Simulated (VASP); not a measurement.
Here is a VASP 6.6.1 calculation.

Contents of INCAR:

```
SYSTEM = Cu
PREC = Accurate ; ENCUT = 520
EDIFF = 1E-6 ; ISMEAR = -1
SIGMA = 0.05 ; LREAL = .False.
LASPH = .True. ; NELM = 100
ALGO = Normal ; ISIF = 2
LWAVE = .False. ; LCHARG = .False.
GGA = PS ; NBANDS = 18
```

The input KPOINTS:

```
Automatic mesh
0
Gamma
  12 12 7
  0 0 0
```

Contents of POSCAR:

```
Cu
1.0
    2.5243652466      0.0000000000      0.0000000000
   -1.2621826233      2.1861644320      0.0000000000
    0.0000000000      0.0000000000      4.1076585698
Cu
2
Direct
    0.6666666667      0.3333333333      0.7500000000
    0.3333333333      0.6666666667      0.2500000000
```

Potentials or basis: VASP PAW PBE potentials, release 64 (Cu).

Command:

```bash
$ cat potpaw_PBE.64/Cu/POTCAR > POTCAR
$ mpirun -np 1 vasp_std > vasp.out
```

Task: What does it give for the band gap on the k mesh?

Result: Zero (bands 11 and 12 overlap by 5.98 eV).

Task: What does it give for the pressure?

Result: 0.7 GPa.

Caveat: the PAW data sets were made with another functional, which shifts forces and pressure a little.
